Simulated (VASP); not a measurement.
Crystal: SiC4.

```xyz
5
Lattice="-2.9143 2.9143 1.7860 2.9143 -2.9143 1.7860 2.9143 2.9143 -1.7860" Properties=species:S:1:pos:R:3 pbc="T T T"
Si    0.0000    0.0000    0.0000
C     1.7217    0.5919    1.7860
C    -0.5919    1.7217    1.7860
C     3.5062    1.1926    0.0000
C     1.1926    2.3225    0.0000
```

The cell was built from a structure type or drawn by symmetry, and may not be a known phase.

* Program: VASP 6.6.1
* Task: relaxation of cell and atoms
* Functional: PBE
* Potentials or basis: VASP PAW PBE potentials, release 64 (Si, C_h)
* Cutoff: 910 eV
* k mesh: 6 × 6 × 6
* Occupations: gaussian, width 0.1 eV
* Spin: no spin polarisation

At the start: pressure -27.1 GPa; volume 12.14 Å³/atom.

Question: Where does the relaxation end?

Answer: Over 54 steps the energy falls by 3276.4 meV/atom and the volume is 10.74 Å³/atom (-11.5 %); space group I4/m (No. 87, to 0.1 Å) before, I4/mmm (No. 139, to 0.1 Å).

Step by step:
| step | energy change (eV) | largest force (eV/Å) | pressure (GPa) | volume (Å³) |
| --- | --- | --- | --- | --- |
| 1 | 0.0000 | 0.5903 | -27.07 | 60.68 |
| 3 | -2.5333 | 0.8149 | -0.21 | 40.32 |
| 5 | -2.7220 | 1.2382 | 2.68 | 39.72 |
| 7 | -5.7467 | 2.7418 | 14.59 | 37.62 |
| 9 | -8.1258 | 1.6821 | 29.61 | 35.81 |
| 11 | -8.1512 | 1.7028 | 31.28 | 35.68 |
| 13 | -8.2403 | 1.8675 | 32.46 | 35.65 |
| 15 | -8.3371 | 2.0435 | 32.26 | 35.69 |
| 17 | -8.8909 | 1.6323 | 28.89 | 36.48 |
| 19 | -10.6551 | 0.4495 | 27.30 | 39.68 |
| 21 | -10.5866 | 2.5658 | 57.99 | 52.38 |
| 23 | -12.2318 | 1.3841 | 40.03 | 49.60 |
| 25 | -13.0815 | 0.8980 | 4.64 | 59.09 |
| 27 | -13.1216 | 0.8156 | 4.86 | 58.64 |
| 29 | -13.1761 | 0.6788 | -0.43 | 56.71 |
| 31 | -13.2475 | 0.7136 | 2.51 | 57.61 |
| 33 | -13.4414 | 0.7247 | 6.30 | 58.61 |
| 35 | -14.2467 | 2.0696 | -9.96 | 62.73 |
| 37 | -14.2742 | 1.8574 | -6.36 | 62.25 |
| 39 | -14.3848 | 2.1783 | -10.56 | 62.16 |
| 41 | -14.3937 | 2.3610 | -11.99 | 62.14 |
| 43 | -14.9169 | 2.8612 | -11.11 | 59.48 |
| 45 | -15.2125 | 3.1661 | -10.60 | 57.40 |
| 47 | -16.1052 | 1.5259 | 9.28 | 51.20 |
| 49 | -16.3528 | 0.3133 | 0.38 | 52.89 |
| 51 | -16.3739 | 0.1332 | 1.63 | 53.05 |
| 53 | -16.3816 | 0.0475 | 0.42 | 53.60 |
| 54 | -16.3819 | 0.0120 | -0.01 | 53.72 |

Final structure:
```
Si C
1.0
    -3.29032    3.29032    1.24045
     3.29032   -3.29032    1.24045
     3.29032    3.29032   -1.24045
Si C
1 4
Direct
  0.00000 0.00000 0.00000
  0.78395 0.78409 0.56805
  0.78409 0.21605 0.00014
  0.21591 0.78395 0.99986
  0.21605 0.21591 0.43195
```

Caveat: the cutoff is under 1.25 times the usual one of these potentials, so pressure, stress and relaxed cells hold a basis-set (Pulay) error.
